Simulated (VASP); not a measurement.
Write the native input for VASP 6.6.1 that does the following.

* Task: single point
* Functional: r2SCAN
* Potentials or basis: VASP PAW PBE potentials, release 64 (Na_pv, I)
* Cutoff: 520 eV
* k mesh: 8 × 8 × 8
* Occupations: gaussian, width 0.01 eV
* Spin: no spin polarisation
* Dipole correction: no
* Further INCAR settings: ALGO = Normal; EDIFF = 1e-07; NBANDS = 14

NaI:

```
Na I
1.0
     0.00000    3.22963    3.22963
     3.22963    0.00000    3.22963
     3.22963    3.22963    0.00000
Na I
1 1
Direct
  0.00000 0.00000 0.00000
  0.50000 0.50000 0.50000
```

These files were run (other wordings do the same):

POSCAR

```
NaI
1.0
    0.0000000000      3.2296280209      3.2296280209
    3.2296280209      0.0000000000      3.2296280209
    3.2296280209      3.2296280209      0.0000000000
Na I
1 1
Direct
    0.0000000000      0.0000000000      0.0000000000
    0.5000000000      0.5000000000      0.5000000000
```

INCAR.step1

```
SYSTEM = NaI
ALGO = Normal
EDIFF = 1E-4
ENCUT = 520
GGA = PE
ISMEAR = 0
LASPH = .TRUE.
LCHARG = .FALSE.
LREAL = .FALSE.
LWAVE = .TRUE.
NBANDS = 14
NELM = 60
PREC = Accurate
SIGMA = 0.01
```

INCAR.step2

```
SYSTEM = NaI
ALGO = Normal
EDIFF = 1E-7
ENCUT = 520
ISIF = 2
ISMEAR = 0
ISTART = 1
LASPH = .TRUE.
LCHARG = .FALSE.
LMIXTAU = .TRUE.
LREAL = .FALSE.
LWAVE = .FALSE.
METAGGA = R2SCAN
NBANDS = 14
NELM = 60
PREC = Accurate
SIGMA = 0.01
```

KPOINTS

```
k-points
0
G
  8 8 8
  0 0 0
```

Potentials or basis: VASP PAW PBE potentials, release 64 (Na_pv, I).

Run with:

```sh
$ cat potpaw_PBE.64/Na_pv/POTCAR potpaw_PBE.64/I/POTCAR > POTCAR
$ cp INCAR.step1 INCAR
$ mpirun -np 1 vasp_std > vasp.out
$ cp INCAR.step2 INCAR
$ mpirun -np 1 vasp_std > vasp.out
```

It gave:

| Quantity | Value |
| --- | --- |
| Pressure | -0.1 GPa |
| Band gap on the k mesh | 4.46 eV, direct |

Caveat: the PAW data sets were made with another functional, which shifts forces and pressure a little; spin-orbit coupling is left out, which moves the levels of the heavy elements.

Wall time 100 s on 1 thread of Intel Xeon 6975P-C, with other jobs on the host, peak memory 0.23 GiB.
